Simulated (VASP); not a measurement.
Set up this calculation in VASP 6.6.1, as the native input.

```
Task                   : single point
Functional             : LDA
Potentials or basis    : VASP PAW LDA potentials, release 64 (Te, Rh_pv)
Cutoff                 : 520 eV
k mesh                 : 15 × 15 × 8
Occupations            : gaussian, width 0.15 eV
Spin                   : no spin polarisation
Dipole correction      : no
Further INCAR settings : ALGO = Normal; EDIFF = 1e-07; NBANDS = 29
```

The structure of TeRh lies in POSCAR:

```
TeRh
1.0
    3.9899994106      0.0000000000      0.0000000000
   -1.9949997053      3.4554408507      0.0000000000
    0.0000000000      0.0000000000      5.6600000000
Te Rh
2 2
Direct
    0.3333333333      0.6666666667      0.2720848057
    0.6666666667      0.3333333333      0.7720848057
    0.0000000000      0.0000000000      0.0000000000
    0.0000000000      0.0000000000      0.5000000000
```

This cell differs from its parent crystal: all Te atoms moved +0.125 Å, as atom 1 along Cartesian [0 0 1].

These files were run (other wordings do the same):

INCAR

```
SYSTEM = TeRh
PREC = Accurate
ENCUT = 520
EDIFF = 1E-7
ISMEAR = 0
SIGMA = 0.15
LREAL = .FALSE.
LASPH = .TRUE.
NELM = 60
ALGO = Normal
ISIF = 2
LWAVE = .FALSE.
LCHARG = .FALSE.
GGA = CA
NBANDS = 29
```

KPOINTS

```
Automatic mesh
0
G
  15 15 8
  0 0 0
```

Potentials or basis: VASP PAW LDA potentials, release 64 (Te, Rh_pv).

Launch:

```bash
$ cat potpaw_LDA.64/Te/POTCAR potpaw_LDA.64/Rh_pv/POTCAR > POTCAR
$ mpirun -np 1 vasp_std > vasp.out
```

Results of the run:

The pressure is -2.3 GPa. The largest force is 0.418 eV/Å and the band gap on the k mesh is zero (band 21 reaches 12.16 eV, above the bottom of band 22 at 9.36 eV).

Caveat: the cell differs from its parent crystal (all Te atoms moved +0.125 Å, as atom 1 along Cartesian [0 0 1]); spin-orbit coupling is left out, which moves the levels of the heavy elements.

It took 6.3 min on 1 thread of Oxide Virtual Turin-like Processor (shared host), peak memory 0.32 GiB.
